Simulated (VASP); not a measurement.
PbSe (Clausthalite), 2 atoms in the cell. Symmetry: Fm-3m, No. 225, cubic system. Conventional cell: a = 6.162 Å, b = 6.162 Å, c = 6.162 Å, α = 90.00°, β = 90.00°, γ = 90.00°. Pb (site symmetry m-3m) has 6 Se at 3.08 Å within 4.1 Å. Within 4.1 Å of Se (site symmetry m-3m) lie 6 Pb at 3.08 Å. 

| Property | Result |
| --- | --- |
| Program | VASP 6.6.1 |
| Task | single point |
| Functional | PBEsol |
| Potentials or basis | VASP PAW PBE potentials, release 64 (Pb_d, Se) |
| Cutoff | 520 eV |
| k mesh | 8 × 8 × 8 |
| Occupations | fermi-dirac, width 0.05 eV |
| Spin | no spin polarisation |
| Dipole correction | no |
| Further INCAR settings | ALGO = Normal; EDIFF = 1e-07; NBANDS = 17 |

Potentials or basis: VASP PAW PBE potentials, release 64 (Pb_d, Se).

The run is started by

```bash
$ cat potpaw_PBE.64/Pb_d/POTCAR potpaw_PBE.64/Se/POTCAR > POTCAR
$ mpirun -np 1 vasp_std > vasp.out
```

Hardware: 1 thread of Intel(R) Xeon(R) Platinum 8259CL CPU @ 2.50GHz (Skylake/Cascade Lake), on a shared host.

Q: Estimate the wall time of this run.

A: It took 20 s on 1 thread of Intel(R) Xeon(R) Platinum 8259CL CPU @ 2.50GHz (Skylake/Cascade Lake), on a shared host, peak memory 0.19 GiB. Counts: scf iterations 13, k points 29.
